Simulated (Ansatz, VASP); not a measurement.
## One calculation of Ga, two programs

Contents of POSCAR:

```
Ga
1.0
    0.0000000000      2.8744485395      2.8744485395
    2.8744485395      0.0000000000      2.8744485395
    2.8744485395      2.8744485395      0.0000000000
Ga
2
Direct
   -0.2600000000     -0.0800000000     -0.0800000000
    0.2600000000      0.0800000000      0.0800000000
```

The input INCAR.step1:

```
PREC = Accurate
ENCUT = 520
ISMEAR = -1
SIGMA = 0.05
LREAL = F
LASPH = T
NELM = 80
NBANDS = 20
GGA = PE
ALGO = Normal
EDIFF = 1E-4
LWAVE = T
LCHARG = F
```

INCAR.step2

```
PREC = Accurate
ENCUT = 520
EDIFF = 1E-8
ISMEAR = -1
SIGMA = 0.05
LREAL = F
LASPH = T
NELM = 80
ALGO = Normal
ISIF = 2
LWAVE = F
LCHARG = F
METAGGA = R2SCAN
LMIXTAU = T
LEFG = T
NBANDS = 20
ISTART = 1
```

Contents of KPOINTS:

```
regular mesh
0
Gamma
  9 9 9
```

Input for Ansatz:

```yaml
crystal:
  lattice:
    - [0.0, 2.8744485395, 2.8744485395]
    - [2.8744485395, 0.0, 2.8744485395]
    - [2.8744485395, 2.8744485395, 0.0]
  atoms:
    - { symbol: Ga, position: [-0.26, -0.08, -0.08] }
    - { symbol: Ga, position: [0.26, 0.08, 0.08] }
kpoints:
  mp_grid: { grid: [9, 9, 9] }
scf:
  occupations: { method: fermi_dirac, width: 0.05 }
hamiltonian:
  xc: r2scan
  pseudopotentials: { kind: paw }
output:
  forces: true
  stress: true
  eigenvalues: true
  efg: { contact_densities: true }
  populations: true
  write_density: true
  write_potential: true
  elf: true
  volumetric_format: npy
```

Change from the starting cell: shortest bond scaled by 0.64, PAW files.

Alike in both runs: task electric field gradients; functional r2SCAN; k mesh 9 × 9 × 9; occupations fermi-dirac, width 0.05 eV; no spin polarisation.

|  | VASP | Ansatz |
| --- | --- | --- |
| version | VASP 6.6.1 | Ansatz 0.2.0 |
| potentials or method | VASP PAW PBE potentials, release 64 (Ga_d) | PAW with Ansatz's default frozen-core files, scalar-relativistic |
| plane-wave cutoff (eV) | 520 | 500 |
| valence electrons in the cell | 26 | 26 |

|  | VASP | Ansatz | Ansatz less VASP |
| --- | --- | --- | --- |
| pressure (GPa) | 50.7 | 52.5 | +1.88 |
| traceless stress, the component that is largest in VASP (GPa) | -58.41 | -60.25 | -1.843 |
| rms of the force components (eV/Å) | 19.593 | 20.158 | +0.5641 |
| size of Vzz on the site where it differs most (V/Å²) | 152.7 | 68.6 | -84.10 |

VASP's potentials were made for PBE, not for r2SCAN. Atom by atom the forces differ by 0.564 eV/Å (rms over components). Both programs put the cell under a high pressure, so it lies far from rest at this level.
